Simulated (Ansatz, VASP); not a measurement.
**Two plane-wave programs on Zn2P**

```
CELL_PARAMETERS angstrom
-1.42974 1.42974 5.70385
1.42974 -1.42974 5.70385
1.42974 1.42974 -5.70385
ATOMIC_POSITIONS crystal
Zn 0.33350 0.33350 0.00000
Zn 0.66650 0.66650 0.00000
P 0.00000 0.00000 0.00000
```

Alike in both runs: functional PBE; k mesh 20 × 20 × 20; occupations gaussian, width 0.1 eV; no spin polarisation.

Ansatz relaxed the structure, and its values are those at the end. VASP's run is a single point on that final structure, the one shown.

```csv
,VASP,Ansatz
version,VASP 6.6.1,Ansatz 0.2.0
potentials or method,"VASP PAW PBE potentials, release 64 (Zn, P), cutoff 520 eV","scalar-relativistic, plane waves, PAW"
valence electrons in the cell,29,29
```

Ansatz gave:

- gap on the k mesh at the Fermi level (eV): none
- pressure (GPa): 0.0

Question: Estimate VASP's values.

Answer: gap on the k mesh at the Fermi level (eV): none; pressure (GPa): 0.3.

A gap of «none» marks a metal or a gap that the smearing closes.
